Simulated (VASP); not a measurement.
# TiSe (F-43m) in VASP: further runs, part 3 of 3

VASP 6.6.1.

## (5) Single point, PBEsol, collinear spin, ferromagnetic start

This run uses another cell than the first one, of 27.66 Å³/atom, 1.171 times its volume.

The input, INCAR:

```
PREC = Accurate
ENCUT = 520
EDIFF = 1E-6
ISMEAR = 0
SIGMA = 0.05
LREAL = F
LASPH = T
NELM = 150
ALGO = Normal
ISIF = 2
LWAVE = F
LCHARG = F
ISPIN = 2
MAGMOM = 1.66 0
LORBIT = 11
LMAXMIX = 4
GGA = PS
NBANDS = 20
```

The input, KPOINTS:

```
regular mesh
0
Gamma
  10 10 10
```

The input, POSCAR:

```
TiSe
1.0
    0.0000000000      3.0242977217      3.0242977217
    3.0242977217      0.0000000000      3.0242977217
    3.0242977217      3.0242977217      0.0000000000
Ti Se
1 1
Direct
    0.0000000000      0.0000000000      0.0000000000
    0.2500000000      0.2500000000      0.2500000000
```

Potentials or basis: VASP PAW PBE potentials, release 64 (Ti_sv, Se).

On the command line:

```console
cat potpaw_PBE.64/Ti_sv/POTCAR potpaw_PBE.64/Se/POTCAR > POTCAR
mpirun -np 1 vasp_std > vasp.out
```

OUTCAR:

```text
PREC = Accurate
   ENCUT = 520
   EDIFF = 1E-6
   ISMEAR = 0
   LREAL = F
   LASPH = T
   NELM = 150
   ISIF = 2
   ISPIN = 2
   LORBIT = 11
   GGA = PS

 ion  position               nearest neighbor table
   1  0.000  0.000  0.000-   2 2.62   2 2.62   2 2.62   2 2.62
   2  0.250  0.250  0.250-   1 2.62   1 2.62   1 2.62   1 2.62

  LATTYP: Found a face centered cubic cell.
 ALAT       =     6.0485954434

  Lattice vectors:

 A1 = (   0.0000000000,   3.0242977217,   3.0242977217)
 A2 = (   3.0242977217,   0.0000000000,   3.0242977217)
 A3 = (   3.0242977217,   3.0242977217,   0.0000000000)

Analysis of symmetry for initial positions (statically):
=====================================================================
 Subroutine PRICEL returns:
 Original cell was already a primitive cell.

 Routine SETGRP: Setting up the symmetry group for a
 face centered cubic supercell.

 Subroutine GETGRP returns: Found 24 space group operations
 (whereof 24 operations were pure point group operations)
 out of a pool of 48 trial point group operations.

The static configuration has the point symmetry T_d .

Analysis of symmetry for dynamics (positions and initial velocities):
=====================================================================
 Subroutine PRICEL returns:
 Original cell was already a primitive cell.

 Routine SETGRP: Setting up the symmetry group for a
 face centered cubic supercell.

 Subroutine GETGRP returns: Found 24 space group operations
 (whereof 24 operations were pure point group operations)
 out of a pool of 48 trial point group operations.

The dynamic configuration has the point symmetry T_d .

Analysis of structural, dynamic, and magnetic symmetry:
=====================================================================
 Subroutine PRICEL returns:
 Original cell was already a primitive cell.

 Routine SETGRP: Setting up the symmetry group for a
 face centered cubic supercell.

 Subroutine GETGRP returns: Found 24 space group operations
 (whereof 24 operations were pure point group operations)
 out of a pool of 48 trial point group operations.

The overall configuration has the point symmetry T_d .

 Subroutine INISYM returns: Found 24 space group operations
 (whereof 24 operations are pure point group operations),
 and found     1 'primitive' translations

----------------------------------------------------------------------------------------

                                     Primitive cell

  volume of cell :      55.3227

  direct lattice vectors                    reciprocal lattice vectors
     0.000000000  3.024297722  3.024297722    -0.165327638  0.165327638  0.165327638
     3.024297722  0.000000000  3.024297722     0.165327638 -0.165327638  0.165327638
     3.024297722  3.024297722  0.000000000     0.165327638  0.165327638 -0.165327638

  length of vectors
     4.277002855  4.277002855  4.277002855     0.286355870  0.286355870  0.286355870

  position of ions in fractional coordinates (direct lattice)
     0.000000000  0.000000000  0.000000000
     0.250000000  0.250000000  0.250000000

  ion indices of the primitive-cell ions
[... 64 lines left out ...]
   NGXF,Y,Z  is equivalent  to a cutoff of  24.88, 24.88, 24.88 a.u.
 SYSTEM =  unknown system
   PREC   = accura    normal or accurate (medium, high low for compatibility)
   ISTART =      0    job   : 0-new  1-cont  2-samecut
   ICHARG =      2    charge: 1-file 2-atom 10-const
   ISPIN  =      2    spin polarized calculation?
   LNONCOLLINEAR =      F non collinear calculations
   LSORBIT =      F    spin-orbit coupling
   LASPH  =      T    aspherical Exc in radial PAW
   ENCUT  =  520.0 eV  38.22 Ry    6.18 a.u.   7.95  7.95  7.95*2*pi/ulx,y,z
   NELM   =    150;   NELMIN=  2; NELMDL= -5     # of ELM steps
   EDIFF  = 0.1E-05   stopping-criterion for ELM
   LREAL  =      F    real-space projection
   EDIFFG = 0.1E-04   stopping-criterion for IOM
   NSW    =      0    number of steps for IOM
   IBRION =     -1    ionic relax: 0-MD 1-quasi-New 2-CG
   NFREE  =      0    steps in history (QN), initial steepest desc. (CG)
   ISIF   =      2    stress and relaxation
   ISYM   =      2    0-nonsym 1-usesym 2-fastsym
   POTIM  = 0.5000    time-step for ionic-motion
   TEBEG  =    0.0;   TEEND  =   0.0 temperature during run
   PSTRESS=    0.0 pullay stress
   NELECT =      18.0000    total number of electrons
   NUPDOWN=      -1.0000    fix difference up-down
   EMIN   =  10.00;   EMAX   =-10.00  energy-range for DOS
   EFERMI =   0.00;   METHOD = LEGACY
   ISMEAR =     0;   SIGMA  =   0.05  broadening in eV -4-tet -1-fermi 0-gaus
   EFERMI_NEDOS =   21; number of points for ismear=-14 and -15
   IALGO  =     38    algorithm
   IMIX   =      4    mixing-type and parameters
     AMIX     =   0.40;   BMIX     =  1.00
     AMIX_MAG =   1.60;   BMIX_MAG =  1.00
  volume/ion in A,a.u.               =      27.66       186.67
  Fermi-wavevector in a.u.,A,eV,Ry     =   1.125981  2.127796 17.249923  1.267834
  Thomas-Fermi vector in A             =   2.262661
   LORBIT       =     11    0 simple, 1 ext, 2 COOP (PROOUT), +10 PAW based schemes
   GGA     = PS    functional components
   LHFCALC =     F    Hartree Fock is set to
   AEXX    =    0.0000 exact exchange contribution
   IVDW    =     0    specifies the selected vdW correction
   LEPSILON=     F    determine dielectric tensor
   LRPA    =     F    only Hartree local field effects (RPA)
 spin polarized calculation
 Gauss-broadening in eV      SIGMA  =   0.05
  energy-cutoff  :      520.00
  volume of cell :       55.32
 maximum number of plane-waves:      1524
   NGX = 15   NGY = 15   NGZ = 15

 number of electron      18.0000004 magnetization       1.9998457

 Free energy of the ion-electron system (eV)
  ---------------------------------------------------
  ext. energy  EPLUGINS =         0.00000000
  ---------------------------------------------------
  free energy    TOTEN  =       -13.16045976 eV

  energy without entropy =      -13.15653390  energy(sigma->0) =      -13.15849683

 E-fermi :   4.0930     XC(G=0):  -8.9511

 val. band max:        4.0918397367   @ k =  -0.4000   0.3000   0.0000
 cond. band min:       4.0935141657   @ k =   0.3000   0.3000   0.0000
 fundamental gap:      0.0016744290
 Fermi energy:         4.0929730829

 spin component 1

 k-point     1 :       0.0000    0.0000    0.0000
  band No.  band energies     occupation
      1     -53.6076      1.00000
      2     -30.0057      1.00000
      3     -30.0057      1.00000
      4     -30.0057      1.00000
      5      -9.9007      1.00000
      6       0.3374      1.00000
[... 541 lines left out ...]
     19      14.9693      0.00000
     20      16.9059      0.00000

 [... further k-points ...]

 spin component 2

 k-point     1 :       0.0000    0.0000    0.0000
  band No.  band energies     occupation
      1     -52.1416      1.00000
      2     -28.5307      1.00000
      3     -28.5307      1.00000
      4     -28.5307      1.00000
      5      -9.8653      1.00000
      6       0.6743      1.00000
[... 541 lines left out ...]
     19      15.3190      0.00000
     20      17.6957      0.00000

 [... further k-points ...]

------------------------ aborting loop because EDIFF is reached ----------------------------------------

  FORCE on cell =-STRESS in cart. coord.  units (eV):
  Direction    XX          YY          ZZ          XY          YZ          ZX
  --------------------------------------------------------------------------------------
  -------------------------------------------------------------------------------------
  Total       -2.2285556     -2.2285556     -2.2285556     -0.0000000      0.0000000      0.0000000
  in kB      -64.5402202    -64.5402202    -64.5402202     -0.0000000      0.0000000      0.0000000
  external PRESSURE =     -64.5402202 kB  Pullay stress =       0.0000000 kB

 VOLUME and BASIS-vectors are now :
 -----------------------------------------------------------------------------
  energy-cutoff  :      520.00
  volume of cell :       55.32
      direct lattice vectors                 reciprocal lattice vectors
     0.000000000  3.024297722  3.024297722    -0.165327638  0.165327638  0.165327638
     3.024297722  0.000000000  3.024297722     0.165327638 -0.165327638  0.165327638
     3.024297722  3.024297722  0.000000000     0.165327638  0.165327638 -0.165327638

 POSITION                                       TOTAL-FORCE (eV/Angst)
 -----------------------------------------------------------------------------------
      0.00000      0.00000      0.00000        -0.000000      0.000000      0.000000
      1.51215      1.51215      1.51215         0.000000      0.000000     -0.000000
 -----------------------------------------------------------------------------------
    total drift:                                0.000000      0.000000      0.000000

  FREE ENERGIE OF THE ION-ELECTRON SYSTEM (eV)
  ---------------------------------------------------
  free  energy   TOTEN  =       -13.1604597584 eV

  energy  without entropy=      -13.1565338984  energy(sigma->0) =      -13.15849683

 total charge

# of ion       s       p       d       tot
------------------------------------------
    1        2.139   6.048   1.972  10.160
    2        1.430   2.427   0.037   3.894
--------------------------------------------------
tot          3.570   8.475   2.009  14.054

 magnetization (x)

# of ion       s       p       d       tot
------------------------------------------
    1        0.020   0.014   1.502   1.535
    2       -0.009  -0.094   0.033  -0.071
--------------------------------------------------
tot          0.010  -0.080   1.534   1.464
```

Wall time 45 s (1 thread of AMD EPYC 9R45 (Zen 5), shared host); peak memory 0.22 GiB.

What came out:

| Item | Value |
| --- | --- |
| Free energy | -13.1605 eV |
| Pressure | -6.5 GPa |
| Band gap on the k mesh | zero (filled and empty bands overlap) |
| Net moment | 2.00 μB per cell |
| Site moments | Ti +1.53; Se -0.07 μB |
| Valence electrons inside the program's atomic spheres | Ti 10.16; Se 3.89 |

Levels at points of the mesh, in eV from the Fermi level:
Spin up:
| k point | band 6 | band 7 | band 8 | band 9 | band 10 | band 11 | band 12 | band 13 | band 14 | band 15 |
| --- | --- | --- | --- | --- | --- | --- | --- | --- | --- | --- |
| (0.00, 0.00, 0.00) | -3.76 | -3.76 | -3.76 | -0.26 | -0.26 | 0.14 | 2.53 | 2.53 | 2.53 | 5.72 |
| (0.50, 0.00, 0.00) | -5.25 | -3.62 | -3.62 | -0.08 | -0.08 | 0.06 | 1.34 | 1.34 | 2.62 | 5.98 |
| (0.50, 0.50, 0.00) | -5.25 | -3.56 | -3.56 | -1.01 | -0.11 | 0.15 | 0.55 | 0.55 | 3.43 | 5.02 |
Spin down:
| k point | band 6 | band 7 | band 8 | band 9 | band 10 | band 11 |
| --- | --- | --- | --- | --- | --- | --- |
| (0.00, 0.00, 0.00) | -3.42 | -3.42 | -3.42 | 0.94 | 1.34 | 1.34 |
| (0.50, 0.00, 0.00) | -4.89 | -3.32 | -3.32 | 1.25 | 1.48 | 1.48 |
| (0.50, 0.50, 0.00) | -4.88 | -3.36 | -3.36 | 0.07 | 1.28 | 1.76 |

Caveat: the PAW data sets were made with another functional, which shifts forces and pressure a little.

## (6) Summary

```csv
cell,gap on the mesh (eV),pressure (GPa),moment (μB)
"a = 4.058 Å, angles 60.0°, 2 atoms",none,-1.1,1.05
"a = 4.084 Å, angles 60.0°, 2 atoms",none,-2.3,1.11
"a = 4.129 Å, angles 60.0°, 2 atoms",none,-3.5,1.38
"a = 4.277 Å, angles 60.0°, 2 atoms",none,-6.5,2.00
```

Alike in all rows: task single point; level PBEsol; potentials or basis VASP PAW PBE potentials, release 64 (Ti_sv, Se); spin collinear, ferromagnetic start; k mesh 10 × 10 × 10; cutoff (eV) 520; smearing gaussian 0.05 eV.

Caveats: the PAW data sets were made with another functional, which shifts forces and pressure a little.

Absolute energies hang on the potentials; compare differences alone.
